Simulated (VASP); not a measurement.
# BAs: single point with PBE

Crystal: BAs.

```
B As
1.0
     0.00000    2.48754    2.34743
     2.48754    0.00000    2.34743
     2.48754    2.48754    0.00000
B As
1 1
Direct
  0.00000 0.00000 0.00000
  0.25000 0.25000 0.25000
```

This cell differs from its parent crystal: epitaxial xy strain +4.0%.

- Program: VASP 6.6.1
- Task: single point
- Functional: PBE
- Potentials or basis: VASP PAW PBE potentials, release 64 (B, As_d)
- Cutoff: 560 eV
- k mesh: 10 × 10 × 10
- Occupations: fermi-dirac, width 0.02 eV
- Spin: no spin polarisation
- Dipole correction: no
- Further INCAR settings: ALGO = Normal; EDIFF = 1e-06; NBANDS = 16

- Pressure: -5.5 GPa
- Band gap on the k mesh: 0.44 eV (least direct gap 2.64 eV)

Stress tensor (GPa, compression positive):
```
-8.92  0.00  0.00
 0.00 -8.92  0.00
 0.00  0.00  1.46
```

Levels at points of the mesh, in eV from the valence-band top:
| k point | band 5 | band 6 | band 7 | band 8 | band 9 | band 10 | band 11 | band 12 | band 13 | band 14 |
| --- | --- | --- | --- | --- | --- | --- | --- | --- | --- | --- |
| (0.00, 0.00, 0.00) | -36.03 | -15.17 | -0.51 | -0.51 | 0.00 | 2.64 | 3.01 | 3.01 | 3.52 | 8.96 |
| (0.50, 0.00, 0.00) | -36.02 | -12.52 | -8.66 | -2.35 | -1.74 | 1.86 | 4.17 | 4.73 | 8.45 | 11.83 |
| (0.50, 0.50, 0.00) | -36.02 | -11.04 | -8.21 | -4.48 | -4.48 | 0.73 | 0.76 | 10.49 | 10.49 | 12.30 |
| (0.50, 0.00, 0.50) | -36.03 | -11.45 | -8.65 | -4.01 | -3.92 | 1.40 | 1.40 | 9.99 | 10.62 | 11.71 |

It took 22 s on 1 thread of Intel(R) Xeon(R) 6975P-C (Granite Rapids), on a shared host, peak memory 0.19 GiB.

Caveat: the cell differs from its parent crystal (epitaxial xy strain +4.0%); the stress differs along the axes, from -9 to 1 GPa; semilocal functionals underestimate gaps, and a narrow one can read as zero. A k mesh can miss the band edges.
